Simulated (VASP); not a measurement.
A run of VASP 6.6.1 is set up as follows.

File INCAR:

```
PREC = Accurate
ENCUT = 520
EDIFF = 1E-6
ISMEAR = 0
SIGMA = 0.02
LREAL = F
LASPH = T
NELM = 150
ALGO = Normal
ISIF = 2
LWAVE = F
LCHARG = F
ISPIN = 2
MAGMOM = 0 1 0 0 0
LORBIT = 11
LMAXMIX = 4
LDAU = T
LDAUTYPE = 2
LDAUL = -1 2 -1
LDAUU = 0 4 0
LDAUJ = 0 0 0
LDAUPRINT = 1
GGA = PE
NBANDS = 32
```

File KPOINTS:

```
regular mesh
0
Gamma
  8 8 8
```

Contents of POSCAR:

```
SrTiO3
1.0
    3.9364041186      0.0000000000      0.0000000000
    0.0000000000      3.9364041186      0.0000000000
    0.0000000000      0.0000000000      3.9364041186
Sr Ti O
1 1 3
Direct
    0.5000000000      0.5000000000      0.5000000000
    0.0000000000      0.0000000000      0.0000000000
    0.5000000000      0.0000000000      0.0000000000
    0.0000000000      0.5000000000      0.0000000000
    0.0000000000      0.0000000000      0.5000000000
```

Potentials or basis: VASP PAW PBE potentials, release 64 (Sr_sv, Ti_sv, O).

Command:

```sh
$ cat potpaw_PBE.64/Sr_sv/POTCAR potpaw_PBE.64/Ti_sv/POTCAR potpaw_PBE.64/O/POTCAR > POTCAR
$ mpirun -np 1 vasp_std > vasp.out
```

(1) Estimate the band gap on the k mesh.

(2) Estimate the pressure.

(3) Estimate the net moment.

Results:

(1) 2.33 eV (least direct gap 2.76 eV).

(2) 4.2 GPa.

(3) 0.00 μB per cell.

Caveat: the cell stands under pressure.
